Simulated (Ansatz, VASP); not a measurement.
## Al4Ir in VASP and in Ansatz

```
Al Ir
1.0
     2.90684    0.00000    0.00000
     0.00000    2.90684    0.00000
     0.00000    0.00000    9.73062
Al Ir
4 1
Direct
  0.00000 0.00000 0.16456
  0.00000 0.00000 0.83544
  0.50000 0.50000 0.36410
  0.50000 0.50000 0.63590
  0.50000 0.50000 0.00000
```

Alike in both runs: task relaxation of cell and atoms; functional PBE; k mesh 14 × 14 × 4; occupations gaussian, width 0.1 eV; no spin polarisation.

```csv
,VASP,Ansatz
version,VASP 6.6.1,Ansatz 0.2.0
potentials or method,"VASP PAW PBE potentials, release 64 (Al, Ir), cutoff 600 eV","scalar-relativistic, plane waves, PAW"
valence electrons in the cell,21,29
```

VASP gave:

```
gap on the k mesh at the Fermi level, each at its own relaxed structure (eV) : none
relaxed volume (Å³/atom)                                                     : 16.49
relaxed cell length with the largest relative difference (Å)                 : 9.760
```

Q: What did Ansatz give for the same quantities?

A: gap on the k mesh at the Fermi level, each at its own relaxed structure (eV): none; relaxed volume (Å³/atom): 16.49; relaxed cell length with the largest relative difference (Å): 9.767.

A gap of «none» marks a metal or a gap that the smearing closes. VASP's potentials hold 21 valence electrons a cell and Ansatz's 29, so a difference there can come from the potentials and not from the codes.

Spin-orbit coupling is off throughout.
